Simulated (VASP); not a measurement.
# MgS (Niningerite) (Fm-3m) in VASP: further runs

Runs on MgS (Niningerite). Level: LDA. Tasks: vibrations by perturbation theory, elastic constants.

Everything below comes from runs of VASP 6.6.1. Logs are shortened: lines on timing, memory, paths and dates and some standing lists are left out, and cuts for length are marked.

**1. The cell of the first run**

The structure is cubic, space group Fm-3m (No. 225). Conventional cell: a = 5.129 Å, b = 5.129 Å, c = 5.129 Å, α = 90.00°, β = 90.00°, γ = 90.00°. Mg (site symmetry m-3m) has 6 S at 2.56 Å within 3.4 Å. S (site symmetry m-3m) has 6 Mg at 2.56 Å within 3.4 Å.

**2. Vibrations by perturbation theory, LDA**

Contents of INCAR:

```
PREC = Accurate
ENCUT = 600
EDIFF = 1E-8
ISMEAR = 0
SIGMA = 0.01
LREAL = False
LASPH = True
NELM = 120
ALGO = Normal
ISIF = 2
LWAVE = False
LCHARG = False
NBANDS = 11
IBRION = 8
NSW = 1
LEPSILON = True
GGA_COMPAT = False
```

Contents of KPOINTS:

```
Automatic mesh
0
Gamma
  8 8 8
```

Contents of POSCAR:

```
MgS
1.0
    0.0000000000      2.5645181592      2.5645181592
    2.5645181592      0.0000000000      2.5645181592
    2.5645181592      2.5645181592      0.0000000000
Mg S
1 1
Direct
    0.0000000000      0.0000000000      0.0000000000
    0.5000000000      0.5000000000      0.5000000000
```

Potentials or basis: VASP PAW LDA potentials, release 64 (Mg, S).

The run is started by

```
cat potpaw_LDA.64/Mg/POTCAR potpaw_LDA.64/S/POTCAR > POTCAR
mpirun -np 1 vasp_std > vasp.out
```

OUTCAR:

```text
PREC = Accurate
   ENCUT = 600
   EDIFF = 1E-8
   ISMEAR = 0
   LREAL = False
   LASPH = True
   NELM = 120
   ISIF = 2
   IBRION = 8
   NSW = 1
   LEPSILON = True

 ion  position               nearest neighbor table
   1  0.000  0.000  0.000-   2 2.56   2 2.56   2 2.56   2 2.56   2 2.56   2 2.56
   2  0.500  0.500  0.500-   1 2.56   1 2.56   1 2.56   1 2.56   1 2.56   1 2.56

  LATTYP: Found a face centered cubic cell.
 ALAT       =     5.1290363184

  Lattice vectors:

 A1 = (   0.0000000000,   2.5645181592,   2.5645181592)
 A2 = (   2.5645181592,   0.0000000000,   2.5645181592)
 A3 = (   2.5645181592,   2.5645181592,   0.0000000000)

Analysis of symmetry for initial positions (statically):
=====================================================================
 Subroutine PRICEL returns:
 Original cell was already a primitive cell.

 Routine SETGRP: Setting up the symmetry group for a
 face centered cubic supercell.

 Subroutine GETGRP returns: Found 48 space group operations
 (whereof 48 operations were pure point group operations)
 out of a pool of 48 trial point group operations.

The static configuration has the point symmetry O_h .

Analysis of symmetry for dynamics (positions and initial velocities):
=====================================================================
 Subroutine PRICEL returns:
 Original cell was already a primitive cell.

 Routine SETGRP: Setting up the symmetry group for a
 face centered cubic supercell.

 Subroutine GETGRP returns: Found 48 space group operations
 (whereof 48 operations were pure point group operations)
 out of a pool of 48 trial point group operations.

The dynamic configuration has the point symmetry O_h .

 Subroutine INISYM returns: Found 48 space group operations
 (whereof 48 operations are pure point group operations),
 and found     1 'primitive' translations

[... 569 lines left out ...]
     0.00000  0.00000  0.01616

 MACROSCOPIC STATIC DIELECTRIC TENSOR (including local field effects in DFT)
 ------------------------------------------------------
           5.575234     0.000000     0.000000
          -0.000000     5.575234     0.000000
          -0.000000    -0.000000     5.575234
 ------------------------------------------------------

 PIEZOELECTRIC TENSOR (including local field effects)  for field in x, y, z        (e  Angst)
          XX          YY          ZZ          XY          YZ          ZX
  --------------------------------------------------------------------------------
  x     0.00000     0.00000     0.00000     0.00000     0.00000     0.00000
  y     0.00000     0.00000     0.00000     0.00000     0.00000     0.00000
  z     0.00000     0.00000     0.00000     0.00000     0.00000     0.00000

 PIEZOELECTRIC TENSOR (including local field effects)  for field in x, y, z        (C/m^2)
          XX          YY          ZZ          XY          YZ          ZX
  --------------------------------------------------------------------------------
  x     0.00000     0.00000     0.00000     0.00000     0.00000     0.00000
  y     0.00000     0.00000     0.00000     0.00000     0.00000     0.00000
  z     0.00000     0.00000     0.00000     0.00000     0.00000     0.00000

 BORN EFFECTIVE CHARGES (including local field effects) (in |e|, cummulative output)
 ---------------------------------------------------------------------------------
 ion    1
    1     2.29439    -0.00000     0.00000
    2    -0.00000     2.29439    -0.00000
    3    -0.00000    -0.00000     2.29439
 ion    2
    1    -2.29439     0.00000    -0.00000
    2     0.00000    -2.29439     0.00000
    3     0.00000     0.00000    -2.29439

 INTERNAL STRAIN TENSOR FOR ION    2 for displacements in x,y,z  (eV/Angst):
          X           Y           Z          XY          YZ          ZX
  --------------------------------------------------------------------------------
  x     0.00000     0.00000     0.00000     0.00000     0.00000     0.00000
  y     0.00000     0.00000     0.00000     0.00000     0.00000     0.00000
  z     0.00000     0.00000     0.00000     0.00000     0.00000     0.00000

 SECOND DERIVATIVES (NOT SYMMETRIZED)
 ------------------------------------
               1X          1Y          1Z          2X          2Y          2Z
  1X    -3.213879    0.000000    0.000000    3.213879    0.000000    0.000000
  1Y     0.000000   -3.213879    0.000000    0.000000    3.213879    0.000000
  1Z     0.000000    0.000000   -3.213879    0.000000    0.000000    3.213879
  2X     3.237261    0.000000    0.000000   -3.237261    0.000000    0.000000
  2Y     0.000000    3.237261    0.000000    0.000000   -3.237261    0.000000
  2Z     0.000000    0.000000    3.237261    0.000000    0.000000   -3.237261

 Eigenvectors and eigenvalues of the dynamical matrix
 ----------------------------------------------------

   1 f  =    7.549252 THz    47.433349 2PiTHz  251.815941 cm-1    31.221184 meV
             X         Y         Z           dx          dy          dz
      0.000000  0.000000  0.000000    -0.753033    0.000000    0.000000
      2.564518  2.564518  2.564518     0.657982    0.000000    0.000000
[... 21 lines left out ...]
   6 f/i=    0.013557 THz     0.085183 2PiTHz    0.452224 cm-1     0.056069 meV
             X         Y         Z           dx          dy          dz
      0.000000  0.000000  0.000000     0.066279   -0.258664    0.601366
      2.564518  2.564518  2.564518     0.075853   -0.296030    0.688238

--------------------------------------------------------------------------------------------------------

 MACROSCOPIC STATIC DIELECTRIC TENSOR IONIC CONTRIBUTION
 ------------------------------------------------------
           8.754723     0.000000    -0.000000
           0.000000     8.754723    -0.000000
          -0.000000    -0.000000     8.754723
 ------------------------------------------------------

 ELASTIC MODULI CONTR FROM IONIC RELAXATION (kBar)
 Direction    XX          YY          ZZ          XY          YZ          ZX
 --------------------------------------------------------------------------------
 XX           0.0000      0.0000      0.0000      0.0000      0.0000      0.0000
 YY           0.0000      0.0000      0.0000      0.0000      0.0000      0.0000
 ZZ           0.0000      0.0000      0.0000      0.0000      0.0000      0.0000
 XY           0.0000      0.0000      0.0000      0.0000      0.0000      0.0000
 YZ           0.0000      0.0000      0.0000      0.0000      0.0000      0.0000
 ZX           0.0000      0.0000      0.0000      0.0000      0.0000      0.0000
 --------------------------------------------------------------------------------

 PIEZOELECTRIC TENSOR IONIC CONTR  for field in x, y, z        (C/m^2)
          XX          YY          ZZ          XY          YZ          ZX
  --------------------------------------------------------------------------------
  x     0.00000     0.00000     0.00000     0.00000     0.00000     0.00000
  y     0.00000     0.00000     0.00000     0.00000     0.00000     0.00000
  z     0.00000     0.00000     0.00000     0.00000     0.00000     0.00000
```

Wall time 2.4 min (1 thread of Intel Xeon Platinum 8375C at 2.90GHz (Ice Lake), shared host); peak memory 0.22 GiB.

Results:

- Electronic dielectric tensor (diagonal): 5.58
- Born charges (mean of the diagonal): Mg +2.29; S -2.29 e
- Highest phonon frequency at Γ, LO-TO splitting left out: 252 cm⁻¹

Phonon frequencies in cm⁻¹ (negative: imaginary):
```csv
q point,frequencies
"(0.000, 0.000, 0.000)",0 0 0 252 252 252
```

Electronic dielectric tensor:
```
5.58 0.00 0.00
0.00 5.58 0.00
0.00 0.00 5.58
```

Born effective charge tensors (e):
atom 1, Mg
```
2.29 0.00 0.00
0.00 2.29 0.00
0.00 0.00 2.29
```
atom 2, S
```
-2.29  0.00  0.00
 0.00 -2.29  0.00
 0.00  0.00 -2.29
```

**3. Elastic constants, LDA**

Contents of INCAR:

```
  ALGO = Normal
  EDIFF = 1E-8
  ENCUT = 600
  GGA_COMPAT = False
  IBRION = 6
  ISIF = 3
  ISMEAR = 0
  LASPH = True
  LCHARG = False
  LREAL = False
  LWAVE = False
  NBANDS = 11
  NELM = 120
  NFREE = 2
  NSW = 1
  POTIM = 0.015
  PREC = Accurate
  SIGMA = 0.01
```

Contents of KPOINTS:

```
k-points
0
Gamma
  8 8 8
```

POSCAR is that of step 2.

Potentials or basis: VASP PAW LDA potentials, release 64 (Mg, S).

The run is started by

```
cat potpaw_LDA.64/Mg/POTCAR potpaw_LDA.64/S/POTCAR > POTCAR
mpirun -np 1 vasp_std > vasp.out
```

It took 5.2 min on 1 thread of Intel Xeon Platinum 8375C at 2.90GHz (Ice Lake), shared host; peak memory 0.26 GiB.

The run converged. Its results:

| Property | Result |
| --- | --- |
| Elastic constants C11, C12, C44 | 165, 43, 57 GPa |
| Voigt bulk modulus | 84 GPa |
| Highest phonon frequency at Γ, LO-TO splitting left out | 252 cm⁻¹ |

Phonon frequencies in cm⁻¹ (negative: imaginary):
```csv
q point,frequencies
"(0.000, 0.000, 0.000)",0 0 0 252 252 252
```

Elastic tensor in Voigt notation (GPa, in the Cartesian axes of the cell as first typed):
```
165  43  43   0   0   0
 43 165  43   0   0   0
 43  43 165   0   0   0
  0   0   0  57   0   0
  0   0   0   0  57   0
  0   0   0   0   0  57
```

Clamped-ion elastic tensor (GPa):
```
165  43  43   0   0   0
 43 165  43   0   0   0
 43  43 165   0   0   0
  0   0   0  57   0   0
  0   0   0   0  57   0
  0   0   0   0   0  57
```
